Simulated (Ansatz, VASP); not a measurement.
**One calculation of Fe, two programs**

INCAR

```
PREC = Accurate ; ENCUT = 520
EDIFF = 1E-6 ; ISMEAR = 0
SIGMA = 0.1 ; LREAL = F
LASPH = T ; NELM = 150
ALGO = Normal ; ISIF = 2
LWAVE = F ; LCHARG = F
ISPIN = 2 ; MAGMOM = 2.32
LORBIT = 11 ; LMAXMIX = 4
GGA = PS ; NBANDS = 14
```

The input KPOINTS:

```
Automatic mesh
0
Gamma
  20 20 20
```

The input POSCAR:

```
Fe
1.0
   -1.3929032436      1.3929032436      1.3929032436
    1.3929032436     -1.3929032436      1.3929032436
    1.3929032436      1.3929032436     -1.3929032436
Fe
1
Direct
    0.0000000000      0.0000000000      0.0000000000
```

Input for Ansatz:

```yaml
crystal:
  lattice:
    - [-1.3929032436, 1.3929032436, 1.3929032436]
    - [1.3929032436, -1.3929032436, 1.3929032436]
    - [1.3929032436, 1.3929032436, -1.3929032436]
  atoms:
    - { symbol: Fe, position: [0.0, 0.0, 0.0], spin: 2.32 }
basis:
  ecutwfc: 420
kpoints:
  mp_grid: { grid: [20, 20, 20] }
  band_path:
    path:
      - [[0.0, 0.0, 0.0], [0.5, -0.5, 0.5], [0.0, 0.0, 0.5], [0.0, 0.0, 0.0], [0.25, 0.25, 0.25], [0.5, -0.5, 0.5]]
      - [[0.25, 0.25, 0.25], [0.0, 0.0, 0.5]]
    npoints: 14
hamiltonian:
  xc: pbesol
scf:
  occupations: { method: gaussian, width: 0.1 }
  n_extra_bands: 6
output:
  forces: true
  stress: true
  eigenvalues: true
  populations: true
  dos: { projected: true, de: 0.02, nscf_kmesh: { grid: [30, 30, 30] } }
  bader: true
  write_density: true
  write_potential: true
  elf: true
  volumetric_format: npy
magnetization:
  spin_polarized: true
checkpoint:
  read: start.run
  write: ck
  compress: false
  write_wavefunctions: false
  write_every: 100000
```

Alike in both runs: task single point; functional PBEsol; k mesh 20 × 20 × 20; occupations gaussian, width 0.1 eV; collinear spin.

```csv
,VASP,Ansatz
version,VASP 6.6.1,Ansatz 0.2.0
potentials or method,"VASP PAW PBE potentials, release 64 (Fe), cutoff 520 eV","scalar-relativistic, plane waves, PAW"
valence electrons in the cell,8,16
```

Ansatz gave:

```
gap on the k mesh at the Fermi level (eV)                     : none
pressure (GPa)                                                : 0.0
net moment per atom (μB)                                      : 2.08
size of the moment on the site where the two differ most (μB) : 2.11
```

Which values does VASP return?

gap on the k mesh at the Fermi level (eV): none; pressure (GPa): -0.1; net moment per atom (μB): 2.09; size of the moment on the site where the two differ most (μB): 2.07.

VASP's potentials were made for PBE, not for PBEsol. Site moments also hang on the region over which each program counts them. A gap of «none» marks a metal or a gap that the smearing closes. VASP's potentials hold 8 valence electrons a cell and Ansatz's 16, so a difference there can come from the potentials and not from the codes. Ansatz's warnings: stability check not made.
